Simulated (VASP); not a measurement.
Input of a VASP 6.6.1 run:

INCAR

```
  PREC = Accurate
  ENCUT = 520
  EDIFF = 1E-7
  ISMEAR = 0
  SIGMA = 0.01
  LREAL = F
  LASPH = T
  NELM = 60
  ALGO = Normal
  ISIF = 2
  LWAVE = F
  LCHARG = F
  GGA = PS
  NBANDS = 56
```

File KPOINTS:

```
Automatic mesh
0
Gamma
  5 5 5
```

File POSCAR:

```
HfO2
1.0
    5.1180000000      0.0000000000      0.0000000000
    0.0000000000      5.1857000000      0.0000000000
   -0.8586630598      0.0000000000      5.2138671406
Hf O
4 8
Direct
    0.2765306157      0.0428034700      0.2082983954
    0.7234693843      0.5428034700      0.2917016046
    0.7234693843      0.9571965300      0.7917016046
    0.2765306157      0.4571965300      0.7082983954
    0.4484675182      0.7579514363      0.4788997335
    0.5515324818      0.2579514363      0.0211002665
    0.5515324818      0.2420485637      0.5211002665
    0.4484675182      0.7420485637      0.9788997335
    0.0700901853      0.3346106589      0.3437214800
    0.9299098147      0.8346106589      0.1562785200
    0.9299098147      0.6653893411      0.6562785200
    0.0700901853      0.1653893411      0.8437214800
```

Potentials or basis: VASP PAW PBE potentials, release 64 (Hf_pv, O).

Run with:

```sh
$ cat potpaw_PBE.64/Hf_pv/POTCAR potpaw_PBE.64/O/POTCAR > POTCAR
$ mpirun -np 1 vasp_std > vasp.out
```

Q: Estimate the largest force.

A: 0.073 eV/Å.

Q: Estimate the band gap on the k mesh.

A: 4.00 eV, indirect (least direct gap 4.07 eV).

Q: What does it give for the pressure?

A: -4.9 GPa.

Forces in eV/Å, atoms in the order of the input:
```
Hf  -0.040  0.014 -0.059
Hf   0.040  0.014  0.059
Hf   0.040 -0.014  0.059
Hf  -0.040 -0.014 -0.059
O    0.043 -0.002 -0.001
O   -0.043 -0.002  0.001
O   -0.043  0.002  0.001
O    0.043  0.002 -0.001
O    0.008 -0.002  0.039
O   -0.008 -0.002 -0.039
O   -0.008  0.002 -0.039
O    0.008  0.002  0.039
```

Caveat: the PAW data sets were made with another functional, which shifts forces and pressure a little; spin-orbit coupling is left out, which moves the levels of the heavy elements. A k mesh can miss the band edges.
